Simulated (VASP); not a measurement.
Write the native input for VASP 6.6.1 that does the following.

```
Task                   : electric field gradients
Functional             : r2SCAN
Potentials or basis    : VASP PAW PBE potentials, release 64 (Fe)
Cutoff                 : 580 eV
k mesh                 : 16 × 16 × 16
Occupations            : fermi-dirac, width 0.08 eV
Spin                   : collinear spin, ferromagnetic start
Starting moments       : [3.0] μB
Dipole correction      : no
Further INCAR settings : ALGO = Normal; EDIFF = 1e-08; NBANDS = 14
```

Fe:

```
Fe
1.0
    -1.45959    1.45959    1.45959
     1.45959   -1.45959    1.45959
     1.45959    1.45959   -1.45959
Fe
1
Direct
  0.00000 0.00000 0.00000
```

This cell differs from its parent crystal: volume scaled by 1.06.

The input as run:

POSCAR

```
Fe
1.0
   -1.4595938529      1.4595938529      1.4595938529
    1.4595938529     -1.4595938529      1.4595938529
    1.4595938529      1.4595938529     -1.4595938529
Fe
1
Direct
    0.0000000000      0.0000000000      0.0000000000
```

INCAR.step1

```
ALGO = Normal
EDIFF = 1E-5
ENCUT = 580
GGA = PE
GGA_COMPAT = False
ISMEAR = -1
ISPIN = 2
LASPH = True
LCHARG = False
LMAXMIX = 4
LREAL = False
LWAVE = True
MAGMOM = 3
NBANDS = 14
NELM = 200
PREC = Accurate
SIGMA = 0.08
```

INCAR.step2

```
ALGO = Normal
EDIFF = 1E-8
ENCUT = 580
GGA_COMPAT = False
ISIF = 2
ISMEAR = -1
ISPIN = 2
ISTART = 1
LASPH = True
LCHARG = False
LEFG = True
LMAXMIX = 4
LMIXTAU = True
LORBIT = 11
LREAL = False
LWAVE = False
MAGMOM = 3
METAGGA = R2SCAN
NBANDS = 14
NELM = 200
PREC = Accurate
SIGMA = 0.08
```

KPOINTS

```
k-points
0
Gamma
  16 16 16
```

Potentials or basis: VASP PAW PBE potentials, release 64 (Fe).

The run is started by

```bash
$ cat potpaw_PBE.64/Fe/POTCAR > POTCAR
$ cp INCAR.step1 INCAR
$ mpirun -np 1 vasp_std > vasp.out
$ cp INCAR.step2 INCAR
$ mpirun -np 1 vasp_std > vasp.out
```

Results of the run:

```yaml
Pressure: -8.5 GPa
Net_moment: 2.72 μB per cell
Site_moments: Fe +2.80 μB
Valence_electrons_inside_the_program's_atomic_spheres: Fe 7.09
```

Caveat: without QUAD_EFG the Cq values of the log hold for a quadrupole moment of 1 mb, not for the nuclei; the PAW data sets were made with another functional, which shifts forces and pressure a little.

Run time: 4.6 min on 1 thread of Intel Xeon 8259CL (shared host), peak memory 0.17 GiB.
